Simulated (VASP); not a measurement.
The system is ZrGe2Pd3.

```xyz
6
Lattice="4.2265 0.0000 0.0000 0.0000 4.2265 0.0000 0.0000 0.0000 6.5269" Properties=species:S:1:pos:R:3 pbc="T T T"
Zr    2.1133    2.1133    0.0000
Ge    2.1133    0.0000    0.0000
Ge    0.0000    2.1133    0.0000
Pd    0.0000    0.0000    4.3335
Pd    0.0000    0.0000    2.1934
Pd    0.0000    0.0000    0.0000
```

The cell was built from a structure type or drawn by symmetry, and may not be a known phase.

```yaml
Program: VASP 6.6.1
Task: relaxation of cell and atoms
Functional: PBE
Potentials_or_basis: VASP PAW PBE potentials, release 64 (Zr_sv, Ge_d, Pd)
Cutoff: 600 eV
k_mesh: 4 × 4 × 3
Occupations: gaussian, width 0.2 eV
Spin: no spin polarisation
```

At the start: pressure 81.7 GPa; volume 19.43 Å³/atom.

**Question.** How do energy, volume and symmetry change on relaxing?

**Answer.** Over 9 steps the energy falls by 2251.0 meV/atom and the volume is 33.72 Å³/atom (+73.5 %); space group P4/mmm (No. 123, to 0.1 Å) before and after.

Step by step:
```
step  energy change (eV)  largest force (eV/Å)  pressure (GPa)  volume (Å³)
   1              0.0000                0.3032           81.74       116.59
   2             -6.6651                0.2356           -7.25       374.62
   3            -13.4024                0.5840           -1.63       209.69
   4            -13.4423                0.5924           -0.79       205.32
   5            -13.4575                0.6018            0.29       200.36
   6            -13.4556                0.5978           -0.17       202.34
   7            -13.5030                0.0910           -0.33       203.92
   8            -13.5046                0.0074           -0.34       204.28
   9            -13.5062                0.0029            0.11       202.30
```

Final structure:
```cif
data_structure
_symmetry_space_group_name_H-M 'P 1'
_symmetry_Int_Tables_number 1
_cell_length_a 5.1401
_cell_length_b 5.1401
_cell_length_c 7.6568
_cell_angle_alpha 90.000
_cell_angle_beta 90.000
_cell_angle_gamma 90.000
_cell_volume 202.30
loop_
_atom_site_label
_atom_site_type_symbol
_atom_site_fract_x
_atom_site_fract_y
_atom_site_fract_z
_atom_site_occupancy
Zr1 Zr 0.50000 0.50000 0.00000 1
Ge1 Ge 0.50000 0.00000 0.00000 1
Ge2 Ge 0.00000 0.50000 0.00000 1
Pd1 Pd 0.00000 0.00000 0.66683 1
Pd2 Pd 0.00000 0.00000 0.33317 1
Pd3 Pd 0.00000 0.00000 0.00000 1
```

Caveat: the k points lie up to 0.31 Å⁻¹ apart in the final cell, too coarse for converged energies and pressures of a metal; the volume moved by over 15 % at a fixed basis, so the end points are rough.
